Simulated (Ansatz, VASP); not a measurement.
**One calculation of CrSiS, two programs**

```xyz
3
Lattice="2.8762 0.0000 0.0000 0.0000 2.8762 0.0000 0.0000 0.0000 4.9664" Properties=species:S:1:pos:R:3 pbc="T T T"
Cr    1.4381    1.4381    1.3752
Si    0.0000    0.0000    4.9295
S     0.0000    0.0000    2.6660
```

Alike in both runs: task relaxation of cell and atoms; functional PBE; k mesh 12 × 12 × 8; occupations gaussian, width 0.1 eV; no spin polarisation.

```csv
,VASP,Ansatz
version,VASP 6.6.1,Ansatz 0.2.0
potentials or method,"VASP PAW PBE potentials, release 64 (Cr_pv, Si, S), cutoff 600 eV","scalar-relativistic, plane waves, PAW"
valence electrons in the cell,22,24
```

```tsv
	VASP	Ansatz	Ansatz less VASP
gap on the k mesh at the Fermi level, each at its own relaxed structure (eV)	none	none	-
relaxed volume (Å³/atom)	13.68	13.69	+0.009
relaxed length of the cell vector where the two differ most in proportion (Å)	4.946	4.948	+0.0024
```

A gap of «none» marks a metal or a gap that the smearing closes. VASP's potentials hold 22 valence electrons a cell and Ansatz's 24, so a difference there can come from the potentials and not from the codes.
